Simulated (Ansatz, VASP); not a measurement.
## Ir12O in VASP and in Ansatz

INCAR

```
SYSTEM = Ir12O
ALGO     = Normal         ! electronic algorithm
DIPOL    = 0.5 0.5 0.297
EDIFF    = 1E-6           ! SCF threshold, eV
ENCUT    = 520            ! plane-wave cutoff, eV
GGA      = PE             ! functional
IDIPOL   = 3            
ISIF     = 2              ! what is computed and relaxed
ISMEAR   = 0              ! smearing method
IVDW     = 12             ! dispersion correction
LASPH    = .True.         ! aspherical terms in the spheres
LCHARG   = .True.         ! write CHGCAR
LDIPOL   = .True.       
LELF     = .True.         ! ELF
LREAL    = .False.        ! projectors in reciprocal space
LVACPOTAV= .True.       
LVHAR    = .True.       
LWAVE    = .False.        ! write WAVECAR
NBANDS   = 69             ! bands
NELM     = 60             ! most SCF steps
PREC     = Accurate       ! precision mode
SIGMA    = 0.1            ! smearing width, eV
```

Contents of KPOINTS:

```
k-points
0
Gamma
  5 5 1
  0 0 0
```

POSCAR

```
Ir12O
1.0
    5.4309029918      0.0000000000      0.0000000000
    0.0000000000      5.4309029918      0.0000000000
    0.0000000000      0.0000000000     21.0013955423
Ir O
12 1
Direct
    0.2500000000      0.2500000000      0.1904635333
    0.2500000000      0.7500000000      0.1904635333
    0.7500000000      0.2500000000      0.1904635333
    0.7500000000      0.7500000000      0.1904635333
    0.0000000000      0.0000000000      0.2785823619
    0.0000000000      0.5000000000      0.2785823619
    0.5000000000      0.0000000000      0.2785823619
    0.5000000000      0.5000000000      0.2785823619
    0.2500000000      0.2500000000      0.3667087517
    0.2500000000      0.7500000000      0.3667087517
    0.7500000000      0.2500000000      0.3667087517
    0.7500000000      0.7500000000      0.3667087517
    0.4166666667      0.5000000000      0.5238411667
```

Input for Ansatz:

```yaml
crystal:
  lattice:
    - [5.4309029918, 0.0, 0.0]
    - [0.0, 5.4309029918, 0.0]
    - [0.0, 0.0, 21.0013955423]
  atoms:
    - { symbol: Ir, position: [0.25, 0.25, 0.1904635333] }
    - { symbol: Ir, position: [0.25, 0.75, 0.1904635333] }
    - { symbol: Ir, position: [0.75, 0.25, 0.1904635333] }
    - { symbol: Ir, position: [0.75, 0.75, 0.1904635333] }
    - { symbol: Ir, position: [0.0, 0.0, 0.2785823619] }
    - { symbol: Ir, position: [0.0, 0.5, 0.2785823619] }
    - { symbol: Ir, position: [0.5, 0.0, 0.2785823619] }
    - { symbol: Ir, position: [0.5, 0.5, 0.2785823619] }
    - { symbol: Ir, position: [0.25, 0.25, 0.3667087517] }
    - { symbol: Ir, position: [0.25, 0.75, 0.3667087517] }
    - { symbol: Ir, position: [0.75, 0.25, 0.3667087517] }
    - { symbol: Ir, position: [0.75, 0.75, 0.3667087517] }
    - { symbol: O, position: [0.4166666667, 0.5, 0.5238411667] }
basis:
  ecutwfc: 420
kpoints:
  mp_grid: { grid: [5, 5, 1] }
hamiltonian:
  xc: pbe
  pseudopotentials: { kind: paw, azcp: { folder: soft_1 } }
  dispersion: d3bj
scf:
  occupations: { method: gaussian, width: 0.1 }
output:
  forces: true
  eigenvalues: true
efield:
  axis: 3
  dipole_correction: true
  ramp_width: 0.04
```

Alike in both runs: task single point; functional PBE; dispersion D3(BJ); k mesh 5 × 5 × 1; occupations gaussian, width 0.1 eV; no spin polarisation.

|  | VASP | Ansatz |
| --- | --- | --- |
| version | VASP 6.6.1 | Ansatz 0.2.0 |
| potentials or method | VASP PAW PBE potentials, release 64 (Ir, O), cutoff 520 eV | scalar-relativistic, plane waves, PAW |
| valence electrons in the cell | 114 | 210 |

```csv
,VASP,Ansatz,Ansatz less VASP
gap on the k mesh at the Fermi level (eV),none,none,-
rms of the force components (eV/Å),0.223,0.218,-0.0051
"work function, face that differs most (eV)",8.16,8.16,+0.004
```

Atom by atom the forces differ by 0.024 eV/Å (rms over components). A gap of «none» marks a metal or a gap that the smearing closes. VASP's potentials hold 114 valence electrons a cell and Ansatz's 210, so a difference there can come from the potentials and not from the codes.

Spin-orbit coupling is off throughout.
